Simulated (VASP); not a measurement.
Here is a VASP 6.6.1 calculation.

File INCAR:

```
SYSTEM = LaPd3
PREC = Accurate ; ENCUT = 520
EDIFF = 1E-7 ; ISMEAR = 0
SIGMA = 0.05 ; LREAL = .False.
LASPH = .True. ; NELM = 80
ALGO = Normal ; ISIF = 2
LWAVE = .False. ; LCHARG = .False.
GGA = PS ; NBANDS = 28
```

Contents of KPOINTS:

```
Automatic mesh
0
Gamma
  8 8 8
  0 0 0
```

The input POSCAR:

```
LaPd3
1.0
    4.1499258701      0.0000000000      0.0000000000
    0.0000000000      4.1499258701      0.0000000000
    0.0000000000      0.0000000000      4.1499258701
La Pd
1 3
Direct
    0.0000000000      0.0000000000      0.0000000000
    0.0000000000      0.5000000000      0.5000000000
    0.5000000000      0.5000000000      0.0000000000
    0.5000000000      0.0000000000      0.5000000000
```

Potentials or basis: VASP PAW PBE potentials, release 64 (La, Pd).

Launch:

```bash
$ cat potpaw_PBE.64/La/POTCAR potpaw_PBE.64/Pd/POTCAR > POTCAR
$ mpirun -np 1 vasp_std > vasp.out
```

Problem. Estimate the pressure.

Solution. 0.0 GPa.

Caveat: the PAW data sets were made with another functional, which shifts forces and pressure a little.
